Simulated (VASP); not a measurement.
# AlBiO4 (F-43m) in VASP: notebook

The runs below take AlBiO4 through relaxation of cell and atoms, single point, with PBE.

Everything below comes from runs of VASP 6.6.1. Logs are shortened: lines on timing, memory, paths and dates and some standing lists are left out, and cuts for length are marked.

## 1. The cell of the first run

The structure is cubic, space group F-43m (No. 216). Conventional cell: a = 6.848 Å, b = 6.848 Å, c = 6.848 Å, α = 90.00°, β = 90.00°, γ = 90.00°. Al (site symmetry -43m) has 12 O at 2.84 Å and 4 Bi at 2.97 Å within 3.7 Å. Within 3.7 Å of Bi (site symmetry -43m) lie 12 O at 2.84 Å and 4 Al at 2.97 Å. Within 3.2 Å of O (site symmetry 3m) lie 6 O at 2.41 to 2.43 Å and 3 Bi at 2.84 Å and 3 Al at 2.84 Å.

## 2. Relaxation of cell and atoms, PBE

Input file INCAR:

```
SYSTEM = AlBiO4
  PREC = Accurate
  ENCUT = 600
  EDIFF = 1E-7
  ISMEAR = 0
  SIGMA = 0.1
  LREAL = .False.
  LASPH = .True.
  NELM = 100
  ALGO = Normal
  ISIF = 3
  LWAVE = .False.
  LCHARG = .False.
  GGA = PE
  IBRION = 2
  NSW = 90
  EDIFFG = -0.04
```

Input file KPOINTS:

```
Automatic mesh
0
Gamma
  4 4 4
  0 0 0
```

Input file POSCAR:

```
AlBiO4
1.0
    0.0000000000      3.4240077900      3.4240077900
    3.4240077900      0.0000000000      3.4240077900
    3.4240077900      3.4240077900      0.0000000000
Al Bi O
1 1 4
Direct
    0.0000000000      0.0000000000      0.0000000000
    0.7500000000      0.7500000000      0.7500000000
    0.8729160100      0.3756946600      0.3756946600
    0.3756946600      0.3756946600      0.3756946600
    0.3756946600      0.8729160100      0.3756946600
    0.3756946600      0.3756946600      0.8729160100
```

Potentials or basis: VASP PAW PBE potentials, release 64 (Al, Bi_d, O).

Started as:

```
$ cat potpaw_PBE.64/Al/POTCAR potpaw_PBE.64/Bi_d/POTCAR potpaw_PBE.64/O/POTCAR > POTCAR
$ mpirun -np 1 vasp_std > vasp.out
```

OUTCAR:

```text
SYSTEM = AlBiO4
   PREC = Accurate
   ENCUT = 600
   EDIFF = 1E-7
   ISMEAR = 0
   LREAL = .False.
   LASPH = .True.
   NELM = 100
   ISIF = 3
   GGA = PE
   IBRION = 2
   NSW = 90
   EDIFFG = -0.04

 ion  position               nearest neighbor table
   1  0.000  0.000  0.000-   2 2.97   2 2.97   2 2.97   2 2.97
   2  0.750  0.750  0.750-   5 2.84   6 2.84   3 2.84   6 2.84   3 2.84   5 2.84   4 2.84   4 2.84
                             4 2.84   3 2.84   5 2.84   6 2.84   1 2.97   1 2.97   1 2.97   1 2.97
   3  0.873  0.376  0.376-   2 2.84   2 2.84   2 2.84
   4  0.376  0.376  0.376-   2 2.84   2 2.84   2 2.84
   5  0.376  0.873  0.376-   2 2.84   2 2.84   2 2.84
   6  0.376  0.376  0.873-   2 2.84   2 2.84   2 2.84

  LATTYP: Found a face centered cubic cell.
 ALAT       =     6.8480155800

  Lattice vectors:

 A1 = (   0.0000000000,   3.4240077900,   3.4240077900)
 A2 = (   3.4240077900,   0.0000000000,   3.4240077900)
 A3 = (   3.4240077900,   3.4240077900,   0.0000000000)

Analysis of symmetry for initial positions (statically):
=====================================================================
 Subroutine PRICEL returns:
 Original cell was already a primitive cell.

 Routine SETGRP: Setting up the symmetry group for a
 face centered cubic supercell.

 Subroutine GETGRP returns: Found 24 space group operations
 (whereof 24 operations were pure point group operations)
 out of a pool of 48 trial point group operations.

The static configuration has the point symmetry T_d .

Analysis of symmetry for dynamics (positions and initial velocities):
=====================================================================
 Subroutine PRICEL returns:
 Original cell was already a primitive cell.

 Routine SETGRP: Setting up the symmetry group for a
 face centered cubic supercell.

 Subroutine GETGRP returns: Found 24 space group operations
 (whereof 24 operations were pure point group operations)
 out of a pool of 48 trial point group operations.

The dynamic configuration has the point symmetry T_d .

 Subroutine INISYM returns: Found 24 space group operations
 (whereof 24 operations are pure point group operations),
 and found     1 'primitive' translations

----------------------------------------------------------------------------------------

                                     Primitive cell

  volume of cell :      80.2850

  direct lattice vectors                    reciprocal lattice vectors
[... 68 lines left out ...]
 SYSTEM =  AlBiO4
   PREC   = accura    normal or accurate (medium, high low for compatibility)
   ISTART =      0    job   : 0-new  1-cont  2-samecut
   ICHARG =      2    charge: 1-file 2-atom 10-const
   ISPIN  =      1    spin polarized calculation?
   LNONCOLLINEAR =      F non collinear calculations
   LSORBIT =      F    spin-orbit coupling
   LASPH  =      T    aspherical Exc in radial PAW
   ENCUT  =  600.0 eV  44.10 Ry    6.64 a.u.   9.67  9.67  9.67*2*pi/ulx,y,z
   NELM   =    100;   NELMIN=  2; NELMDL= -5     # of ELM steps
   EDIFF  = 0.1E-06   stopping-criterion for ELM
   LREAL  =      F    real-space projection
   EDIFFG = -.4E-01   stopping-criterion for IOM
   NSW    =     90    number of steps for IOM
   IBRION =      2    ionic relax: 0-MD 1-quasi-New 2-CG
   NFREE  =      1    steps in history (QN), initial steepest desc. (CG)
   ISIF   =      3    stress and relaxation
   ISYM   =      2    0-nonsym 1-usesym 2-fastsym
   POTIM  = 0.5000    time-step for ionic-motion
   TEBEG  =    0.0;   TEEND  =   0.0 temperature during run
   PSTRESS=    0.0 pullay stress
   NELECT =      42.0000    total number of electrons
   NUPDOWN=      -1.0000    fix difference up-down
   EMIN   =  10.00;   EMAX   =-10.00  energy-range for DOS
   EFERMI =   0.00;   METHOD = LEGACY
   ISMEAR =     0;   SIGMA  =   0.10  broadening in eV -4-tet -1-fermi 0-gaus
   EFERMI_NEDOS =   21; number of points for ismear=-14 and -15
   IALGO  =     38    algorithm
   IMIX   =      4    mixing-type and parameters
     AMIX     =   0.40;   BMIX     =  1.00
     AMIX_MAG =   1.60;   BMIX_MAG =  1.00
  volume/ion in A,a.u.               =      13.38        90.30
  Fermi-wavevector in a.u.,A,eV,Ry     =   1.319106  2.492750 23.674707  1.740042
  Thomas-Fermi vector in A             =   2.449028
   LORBIT       =      0    0 simple, 1 ext, 2 COOP (PROOUT), +10 PAW based schemes
   GGA     = PE    functional components
   LHFCALC =     F    Hartree Fock is set to
   AEXX    =    0.0000 exact exchange contribution
   IVDW    =     0    specifies the selected vdW correction
   LEPSILON=     F    determine dielectric tensor
   LRPA    =     F    only Hartree local field effects (RPA)
 conjugate gradient relaxation of ions
 non-spin polarized calculation
 Gauss-broadening in eV      SIGMA  =   0.10
  energy-cutoff  :      600.00
  volume of cell :       80.28
 maximum number of plane-waves:      2733
 NGX is ok and might be reduce to    40
   NGX = 19   NGY = 19   NGZ = 19

--------------------------------------- Ionic step        1  -------------------------------------------

 number of electron      41.9999992 magnetization

 Free energy of the ion-electron system (eV)
  ---------------------------------------------------
  ext. energy  EPLUGINS =         0.00000000
  ---------------------------------------------------
  free energy    TOTEN  =       -22.86586649 eV

  energy without entropy =      -22.83894355  energy(sigma->0) =      -22.85240502

------------------------ aborting loop because EDIFF is reached ----------------------------------------

  FORCE on cell =-STRESS in cart. coord.  units (eV):
  Direction    XX          YY          ZZ          XY          YZ          ZX
  --------------------------------------------------------------------------------------
  -------------------------------------------------------------------------------------
  Total       -4.7344373     -4.7344373     -4.7344373      0.0000000      0.0000000     -0.0000000
  in kB      -94.4810523    -94.4810523    -94.4810523      0.0000000      0.0000000     -0.0000000
  external PRESSURE =     -94.4810523 kB  Pullay stress =       0.0000000 kB
[... 227 lines left out ...]
--------------------------------------- Ionic step        7  -------------------------------------------

 number of electron      41.9999996 magnetization

 Free energy of the ion-electron system (eV)
  ---------------------------------------------------
  ext. energy  EPLUGINS =         0.00000000
  ---------------------------------------------------
  free energy    TOTEN  =       -23.21551646 eV

  energy without entropy =      -23.19764326  energy(sigma->0) =      -23.20657986

 E-fermi :   6.4622     XC(G=0): -11.3799

 val. band max:        6.4283289425   @ k =   0.2500   0.2500   0.0000
 cond. band min:       6.4994136534   @ k =  -0.2500   0.2500   0.0000
 fundamental gap:      0.0710847109
 Fermi energy:         6.4621939551

 k-point     1 :       0.0000    0.0000    0.0000
  band No.  band energies     occupation
      1     -16.8319      2.00000
      2     -16.8319      2.00000
      3     -16.8319      2.00000
      4     -16.7810      2.00000
      5     -16.7810      2.00000
      6     -12.9449      2.00000
[... 246 lines left out ...]
  FREE ENERGIE OF THE ION-ELECTRON SYSTEM (eV)
  ---------------------------------------------------
  free  energy   TOTEN  =       -23.2155164636 eV

  energy  without entropy=      -23.1976432612  energy(sigma->0) =      -23.20657986

 reached required accuracy - stopping structural energy minimisation
```

OSZICAR:

```text
N       E                     dE             d eps       ncg     rms          rms(c)
DAV:   1     0.466744388363E+03    0.46674E+03   -0.23168E+04   400   0.204E+03
DAV:   2     0.270224179012E+02   -0.43972E+03   -0.43084E+03   458   0.511E+02
DAV:   3    -0.245824768017E+02   -0.51605E+02   -0.50261E+02   499   0.166E+02
[... 66 lines left out ...]
DAV:   5    -0.232155368078E+02    0.23766E-05   -0.44106E-04   459   0.145E-01    0.266E-02
DAV:   6    -0.232155193054E+02    0.17502E-04   -0.57429E-05   485   0.476E-02    0.109E-02
DAV:   7    -0.232155166938E+02    0.26117E-05   -0.13565E-05   577   0.273E-02    0.251E-03
DAV:   8    -0.232155164336E+02    0.26015E-06   -0.61885E-07   423   0.531E-03    0.138E-03
DAV:   9    -0.232155164636E+02   -0.29987E-07   -0.26303E-07   226   0.300E-03
   7 F= -.23215516E+02 E0= -.23206580E+02  d E =-.641680E-03
```

CONTCAR:

```text
AlBiO4
   1.00000000000000
    -0.0000000000000000    3.3038138434018989    3.3038138434018989
     3.3038138434018989   -0.0000000000000000    3.3038138434018989
     3.3038138434018989    3.3038138434018989   -0.0000000000000000
  Al              Bi              O
     1     1     4
Direct
     0.0000000000000000    0.0000000000000000    0.0000000000000000
     0.7500000000000000    0.7500000000000000    0.7500000000000000
     0.8877886905446171    0.3707370998184607    0.3707370998184607
     0.3707370998184607    0.3707370998184607    0.3707370998184607
     0.3707370998184607    0.8877886905446171    0.3707370998184607
     0.3707370998184607    0.3707370998184607    0.8877886905446171

  0.00000000E+00  0.00000000E+00  0.00000000E+00
  0.00000000E+00  0.00000000E+00  0.00000000E+00
  0.00000000E+00  0.00000000E+00  0.00000000E+00
  0.00000000E+00  0.00000000E+00  0.00000000E+00
  0.00000000E+00  0.00000000E+00  0.00000000E+00
  0.00000000E+00  0.00000000E+00  0.00000000E+00
```

It took 67 s on 1 thread of Intel Xeon 6975P-C (Granite Rapids), shared host; peak memory 0.25 GiB.

What came out:

| Property | Result |
| --- | --- |
| Free energy | -23.2155 eV |
| Relaxed volume | 12.02 Å³/atom |
| Relaxed cell | a = 4.672 Å, b = 4.672 Å, c = 4.672 Å, α = 60.00°, β = 60.00°, γ = 60.00° |
| Space group after relaxing (to 0.05 Å) | F-43m (No. 216) |
| Energy gained by relaxing | 58.3 meV/atom |
| Ionic steps | 7 |
| Pressure after relaxing | -0.2 GPa |
| Largest force after relaxing | 0.011 eV/Å |
| Band gap on the k mesh | zero (band 21 reaches 6.80 eV, above the bottom of band 22 at 6.35 eV) |

Forces on the atoms (eV/Å):
```
Al   0.000  0.000  0.000
Bi   0.000  0.000  0.000
O   -0.006  0.006  0.006
O   -0.006 -0.006 -0.006
O    0.006 -0.006  0.006
O    0.006  0.006 -0.006
```

Step by step:
```csv
step,energy change (eV),largest force (eV/Å),pressure (GPa),volume (Å³)
1,0.0000,0.5067,-9.45,80.28
2,-0.3194,0.4301,0.82,71.46
3,-0.3194,0.4299,0.82,71.46
4,-0.3456,0.1458,0.65,71.55
5,-0.3490,0.0088,0.62,71.60
6,-0.3490,0.0006,0.62,71.60
7,-0.3496,0.0107,-0.22,72.12
```

Final structure:
```
Al Bi O
1.0
     0.00000    3.30381    3.30381
     3.30381    0.00000    3.30381
     3.30381    3.30381    0.00000
Al Bi O
1 1 4
Direct
  0.00000 0.00000 0.00000
  0.75000 0.75000 0.75000
  0.88779 0.37074 0.37074
  0.37074 0.37074 0.37074
  0.37074 0.88779 0.37074
  0.37074 0.37074 0.88779
```

Caveat: the k points lie up to 0.41 Å⁻¹ apart in the final cell; spin-orbit coupling is left out, which moves the levels of the heavy elements.

## 3. Single point, PBE

This run uses another cell than the first one, of 12.01 Å³/atom, 0.898 times its volume.

Input file INCAR:

```
PREC = Accurate ; ENCUT = 520
EDIFF = 1E-7 ; ISMEAR = 0
SIGMA = 0.1 ; LREAL = F
LASPH = T ; NELM = 80
ALGO = Normal ; ISIF = 2
LWAVE = F ; LCHARG = F
GGA = PE ; NBANDS = 30
```

Input file KPOINTS:

```
regular mesh
0
Gamma
  10 10 10
```

Input file POSCAR:

```
AlBiO4
1.0
    0.0000000000      3.3029305100      3.3029305100
    3.3029305100      0.0000000000      3.3029305100
    3.3029305100      3.3029305100      0.0000000000
Al Bi O
1 1 4
Direct
    0.0000000000      0.0000000000      0.0000000000
    0.2500000000      0.2500000000      0.2500000000
    0.6288790955      0.6288790955      0.1133627136
    0.6288790955      0.1133627136      0.6288790955
    0.1133627136      0.6288790955      0.6288790955
    0.6288790955      0.6288790955      0.6288790955
```

Potentials or basis: VASP PAW PBE potentials, release 64 (Al, Bi_d, O).

Started as:

```
$ cat potpaw_PBE.64/Al/POTCAR potpaw_PBE.64/Bi_d/POTCAR potpaw_PBE.64/O/POTCAR > POTCAR
$ mpirun -np 1 vasp_std > vasp.out
```

Run time: 55 s. Hardware: 1 thread of Intel Xeon 6975P-C (Granite Rapids), shared host; peak memory 0.25 GiB.

The run converged. Its results:

| Property | Result |
| --- | --- |
| Free energy | -23.2008 eV |
| Pressure | -0.2 GPa |
| Largest force | 0.004 eV/Å |
| Band gap on the k mesh | zero (band 21 reaches 6.81 eV, above the bottom of band 22 at 6.36 eV) |

Forces on the atoms (eV/Å):
```
Al   0.000  0.000  0.000
Bi   0.000  0.000  0.000
O   -0.002 -0.002  0.002
O   -0.002  0.002 -0.002
O    0.002 -0.002 -0.002
O    0.002  0.002  0.002
```

Levels at points of the mesh, in eV from the Fermi level:
```csv
k point,band 18,band 19,band 20,band 21,band 22,band 23,band 24,band 25
"(0.00, 0.00, 0.00)",-0.30,-0.30,-0.30,-0.26,-0.26,-0.26,0.57,0.57
"(0.50, 0.00, 0.00)",-2.14,-1.85,-0.77,-0.27,0.45,0.45,2.03,2.03
"(0.50, 0.50, 0.00)",-2.02,-2.02,-1.82,0.19,0.35,0.35,2.02,2.02
```

Caveat: spin-orbit coupling is left out, which moves the levels of the heavy elements.

## 4. Relaxation of cell and atoms, PBE

This run uses another cell than the first one, of 12.03 Å³/atom, 0.899 times its volume.

Input file INCAR:

```
SYSTEM = AlBiO4
  PREC = Accurate
  ENCUT = 600
  EDIFF = 1E-6
  ISMEAR = 0
  SIGMA = 0.1
  LREAL = .FALSE.
  LASPH = .TRUE.
  NELM = 80
  ALGO = Normal
  ISIF = 3
  LWAVE = .FALSE.
  LCHARG = .FALSE.
  GGA = PE
  IBRION = 2
  NSW = 100
  EDIFFG = -0.01
```

Input file KPOINTS:

```
regular mesh
0
G
  10 10 10
  0 0 0
```

Input file POSCAR:

```
AlBiO4
1.0
    0.0000000000      3.3048670200      3.3048670200
    3.3048670200      0.0000000000      3.3048670200
    3.3048670200      3.3048670200      0.0000000000
Al Bi O
1 1 4
Direct
    0.0000000000      0.0000000000      0.0000000000
    0.2500000000      0.2500000000      0.2500000000
    0.6293218607      0.6293218607      0.1120344178
    0.6293218607      0.1120344178      0.6293218607
    0.1120344178      0.6293218607      0.6293218607
    0.6293218607      0.6293218607      0.6293218607
```

Started as:

```
$ cat potpaw_PBE.64/Al/POTCAR potpaw_PBE.64/Bi_d/POTCAR potpaw_PBE.64/O/POTCAR > POTCAR
$ mpirun -np 1 vasp_std > vasp.out
```

Wall time 2.4 min (1 thread of Intel Xeon 6975P-C (Granite Rapids), shared host); peak memory 0.31 GiB.

The run converged. Its results:

* Free energy: -23.2037 eV
* Relaxed volume: 11.98 Å³/atom
* Relaxed cell: a = 4.668 Å, b = 4.668 Å, c = 4.668 Å, α = 60.00°, β = 60.00°, γ = 60.00°
* Space group after relaxing (to 0.05 Å): F-43m (No. 216)
* Energy gained by relaxing: 0.2 meV/atom
* Ionic steps: 4
* Pressure after relaxing: 0.1 GPa
* Largest force after relaxing: 0.003 eV/Å
* Band gap on the k mesh: zero (band 21 reaches 6.84 eV, above the bottom of band 22 at 6.38 eV)

Forces in eV/Å, atoms in the order of the input:
```
Al   0.000  0.000  0.000
Bi   0.000  0.000  0.000
O    0.002  0.002 -0.002
O    0.002 -0.002  0.002
O   -0.002  0.002  0.002
O   -0.002 -0.002 -0.002
```

The path:
```
step  energy change (eV)  largest force (eV/Å)  pressure (GPa)  volume (Å³)
   1              0.0000                0.0640           -0.42        72.19
   2             -0.0009                0.0252            0.09        71.87
   3             -0.0009                0.0216            0.12        71.84
   4             -0.0010                0.0031            0.05        71.90
```

Final structure:
```
CELL_PARAMETERS angstrom
0.00000 3.30044 3.30044
3.30044 0.00000 3.30044
3.30044 3.30044 0.00000
ATOMIC_POSITIONS crystal
Al 0.00000 0.00000 0.00000
Bi 0.25000 0.25000 0.25000
O 0.62891 0.62891 0.11327
O 0.62891 0.11327 0.62891
O 0.11327 0.62891 0.62891
O 0.62891 0.62891 0.62891
```

Levels at points of the mesh, in eV from the Fermi level:
```tsv
k point	band 17	band 18	band 19	band 20	band 21	band 22	band 23	band 24	band 25
(0.00, 0.00, 0.00)	-0.41	-0.30	-0.30	-0.30	-0.26	-0.26	-0.26	0.57	0.57
(0.50, 0.00, 0.00)	-2.15	-2.15	-1.85	-0.77	-0.27	0.45	0.45	2.04	2.04
(0.50, 0.50, 0.00)	-2.07	-2.02	-2.02	-1.82	0.19	0.35	0.35	2.03	2.03
```

Caveat: spin-orbit coupling is left out, which moves the levels of the heavy elements.

## 5. Overview

| task | cell | k mesh | cutoff (eV) | gap on the mesh (eV) | pressure (GPa) | relaxed volume (Å³/atom) |
| --- | --- | --- | --- | --- | --- | --- |
| relaxation of cell and atoms | relaxed from a = 4.842 Å, angles 60.0°, 6 atoms | 4 × 4 × 4 | 600 | none | -0.2 | 12.02 |
| single point | a = 4.671 Å, angles 60.0°, 6 atoms | 10 × 10 × 10 | 520 | none | -0.2 | - |
| relaxation of cell and atoms | relaxed from a = 4.674 Å, angles 60.0°, 6 atoms | 10 × 10 × 10 | 600 | none | 0.1 | 11.98 |

Alike in all rows: level PBE; potentials or basis VASP PAW PBE potentials, release 64 (Al, Bi_d, O); no spin polarisation; smearing gaussian 0.1 eV.

Caveats: some runs use coarse meshes; spin-orbit coupling is left out, which moves the levels of the heavy elements.

Absolute energies hang on the potentials; compare differences alone.
